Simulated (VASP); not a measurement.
Write the native input for VASP 6.6.1 that does the following.

```
Task                   : single point
Functional             : BLYP
Dispersion             : D3(BJ)
Potentials or basis    : VASP PAW PBE potentials, release 64 (P, B)
Cutoff                 : 520 eV
k mesh                 : 10 × 10 × 10
Occupations            : fermi-dirac, width 0.05 eV
Spin                   : no spin polarisation
Dipole correction      : no
Further INCAR settings : ALGO = Normal; EDIFF = 1e-06; NBANDS = 11
```

The structure of BP lies in POSCAR:

```
BP
1.0
    0.0000000000      2.2988586873      2.2988586873
    2.2988586873      0.0000000000      2.2988586873
    2.2988586873      2.2988586873      0.0000000000
P B
1 1
Direct
    0.7500000000      0.7500000000      0.7500000000
    0.0000000000      0.0000000000      0.0000000000
```

The input as run:

INCAR

```
SYSTEM = BP
AGGAC    = 1.0          
AGGAX    = 1.0          
ALDAC    = 0.0          
ALDAX    = 1.0          
ALGO     = Normal         ! electronic algorithm
EDIFF    = 1E-6           ! SCF threshold, eV
ENCUT    = 520            ! plane-wave cutoff, eV
GGA      = B5             ! functional
ISIF     = 2              ! what is computed and relaxed
ISMEAR   = -1             ! smearing method
IVDW     = 12             ! dispersion correction
LASPH    = .TRUE.         ! aspherical terms in the spheres
LCHARG   = .FALSE.        ! write CHGCAR
LREAL    = .FALSE.        ! projectors in reciprocal space
LWAVE    = .FALSE.        ! write WAVECAR
NBANDS   = 11             ! bands
NELM     = 80             ! most SCF steps
PREC     = Accurate       ! precision mode
SIGMA    = 0.05           ! smearing width, eV
VDW_A1   = 0.4298       
VDW_A2   = 4.2359       
VDW_S6   = 1.0          
VDW_S8   = 2.6996
```

KPOINTS

```
k-points
0
G
  10 10 10
  0 0 0
```

Potentials or basis: VASP PAW PBE potentials, release 64 (P, B).

Launch:

```console
$ cat potpaw_PBE.64/P/POTCAR potpaw_PBE.64/B/POTCAR > POTCAR
$ mpirun -np 1 vasp_std > vasp.out
```

Results of the run:

The pressure is -9.2 GPa. The band gap on the k mesh is 1.58 eV, indirect (least direct gap 3.52 eV). The dispersion energy per atom is -0.659 eV.

Caveat: the PAW data sets were made with another functional, which shifts forces and pressure a little.

Run time: 30 s on 1 thread of AMD EPYC 7R13, with other jobs on the host, peak memory 0.12 GiB.
